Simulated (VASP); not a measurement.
P, 8 atoms in the cell. Symmetry: Cmce, No. 64, orthorhombic system. The conventional cell has a = 3.389 Å, b = 10.395 Å, c = 4.117 Å, α = 90.00°, β = 90.00°, γ = 90.00°. Within 3.0 Å of P (site symmetry m) lie 3 P at 2.24 to 2.29 Å.  This cell differs from its parent crystal: biaxial strain in the a-b plane: +2.0 %.

| Item | Value |
| --- | --- |
| Program | VASP 6.6.1 |
| Task | single point |
| Functional | PBE |
| Dispersion | D3(BJ) |
| Potentials or basis | VASP PAW PBE potentials, release 64 (P) |
| Cutoff | 520 eV |
| k mesh | 10 × 4 × 8 |
| Occupations | gaussian, width 0.1 eV |
| Spin | no spin polarisation |
| Dipole correction | no |
| Further INCAR settings | ALGO = Normal; EDIFF = 1e-07; NBANDS = 30 |

Potentials or basis: VASP PAW PBE potentials, release 64 (P).

The run is started by

```bash
$ cat potpaw_PBE.64/P/POTCAR > POTCAR
$ mpirun -np 1 vasp_std > vasp.out
```

Hardware: 1 thread of Intel(R) Xeon(R) Platinum 8375C CPU @ 2.90GHz (Ice Lake) (shared host).

**Question.** Estimate the wall time of this run.

**Answer.** Run time: 6.1 min on 1 thread of Intel(R) Xeon(R) Platinum 8375C CPU @ 2.90GHz (Ice Lake), on a shared host, peak memory 0.42 GiB. Counts: scf iterations 14, k points 90.
